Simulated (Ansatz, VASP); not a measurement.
**One calculation of CoO, two programs**

File INCAR:

```
PREC = Accurate
ENCUT = 520
EDIFF = 1E-6
ISMEAR = -1
SIGMA = 0.03
LREAL = False
LASPH = True
NELM = 150
ALGO = Normal
ISIF = 2
LWAVE = False
LCHARG = False
ISPIN = 2
MAGMOM = 2 0
LORBIT = 11
LMAXMIX = 4
GGA = PE
NBANDS = 18
```

The input KPOINTS:

```
Automatic mesh
0
Gamma
  13 13 15
```

POSCAR

```
CoO
1.0
   -1.4537714013      1.5169888999      2.1072499549
    1.5169888999     -1.4537714013      2.1072499549
    1.4990114059      1.4990114059     -2.0620099503
Co O
1 1
Direct
    0.0000000000      0.0000000000      0.0000000000
    0.5000000000      0.5000000000      0.0000000000
```

Input for Ansatz:

```yaml
crystal:
  lattice:
    - [-1.4537714013, 1.5169888999, 2.1072499549]
    - [1.5169888999, -1.4537714013, 2.1072499549]
    - [1.4990114059, 1.4990114059, -2.0620099503]
  atoms:
    - { symbol: Co, position: [0.0, 0.0, 0.0], spin: 2.0 }
    - { symbol: O, position: [0.5, 0.5, 0.0] }
magnetization:
  spin_polarized: true
kpoints:
  mp_grid: { grid: [13, 13, 15] }
  band_path:
    path:
      - [0.0, 0.0, 0.0]
      - [0.0, 0.0, -0.5]
      - [-0.2630092271, 0.2630092271, -0.5]
      - [0.2630092271, 0.7369907729, -0.5]
      - [0.5, 0.5, -0.5]
      - [0.0, 0.0, 0.0]
      - [-0.5, 0.5, 0.0]
      - [0.0, 0.5, -0.5]
      - [0.0, 0.0, 0.0]
    npoints: 5
scf:
  occupations: { method: fermi_dirac, width: 0.03 }
hamiltonian:
  xc: pbe
  pseudopotentials: { kind: all_electron, lapw: { basis_error: 0.001 } }
output:
  forces: true
  stress: true
  eigenvalues: true
```

Change from the starting cell: equal xy, yz and zx shear strains of +3 %.

Alike in both runs: task single point; functional PBE; k mesh 13 × 13 × 15; occupations fermi-dirac, width 0.03 eV; collinear spin.

|  | VASP | Ansatz |
| --- | --- | --- |
| version | VASP 6.6.1 | Ansatz 0.2.0 |
| potentials or method | VASP PAW PBE potentials, release 64 (Co, O), cutoff 520 eV | all-electron LAPW, scalar-relativistic |

```tsv
	VASP	Ansatz	Ansatz less VASP
pressure (GPa)	-0.6	0.1	+0.67
traceless stress, the component that is largest in VASP (GPa)	-0.63	-0.48	+0.157
net moment per atom (μB)	1.45	1.46	+0.015
size of the moment on the site where the two differ most (μB)	2.54	2.58	+0.035
```

Site moments also hang on the region over which each program counts them. Ansatz ran all-electron here, and VASP with PAW potentials.
